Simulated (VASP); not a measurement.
Write the native input for VASP 6.6.1 that does the following.

| Property | Result |
| --- | --- |
| Task | single point |
| Functional | PBE |
| Dispersion | D3(BJ) |
| Potentials or basis | VASP PAW PBE potentials, release 64 (W_sv, S) |
| Cutoff | 520 eV |
| k mesh | 12 × 12 × 12 |
| Occupations | gaussian, width 0.05 eV |
| Spin | no spin polarisation |
| Dipole correction | no |
| Further INCAR settings | ALGO = Normal; EDIFF = 1e-07; NBANDS = 20 |

The structure of WS2 lies in POSCAR:

```
WS2
1.0
    1.6101500000      0.9296205359      5.4597666667
   -1.6101500000      0.9296205359      5.4597666667
    0.0000000000     -1.8592410719      5.4597666667
W S
1 2
Direct
    0.9993440419      0.9993440419      0.9993440419
    0.7527816504      0.7527816504      0.7527816504
    0.5791743077      0.5791743077      0.5791743077
```

These files were run (other wordings do the same):

INCAR

```
SYSTEM = WS2
  ALGO = Normal
  EDIFF = 1E-7
  ENCUT = 520
  GGA = PE
  ISIF = 2
  ISMEAR = 0
  IVDW = 12
  LASPH = .True.
  LCHARG = .False.
  LREAL = .False.
  LWAVE = .False.
  NBANDS = 20
  NELM = 60
  PREC = Accurate
  SIGMA = 0.05
```

KPOINTS

```
k-points
0
Gamma
  12 12 12
  0 0 0
```

Potentials or basis: VASP PAW PBE potentials, release 64 (W_sv, S).

Launch:

```console
$ cat potpaw_PBE.64/W_sv/POTCAR potpaw_PBE.64/S/POTCAR > POTCAR
$ mpirun -np 1 vasp_std > vasp.out
```

Results of the run:

```json
{
  "Pressure": "13.5 GPa",
  "Largest force": "2.694 eV/Å",
  "Band gap on the k mesh": "zero (bands 13 and 14 overlap by 0.43 eV)",
  "Dispersion energy per atom": "-0.467 eV"
}
```

Caveat: the cell stands under pressure; spin-orbit coupling is left out, which moves the levels of the heavy elements; forces of over 1 eV/Å act on the atoms, so gaps and moduli don't describe the material at rest.

It took 16 min on 1 thread of Intel Xeon 8259CL (shared host), peak memory 0.43 GiB.
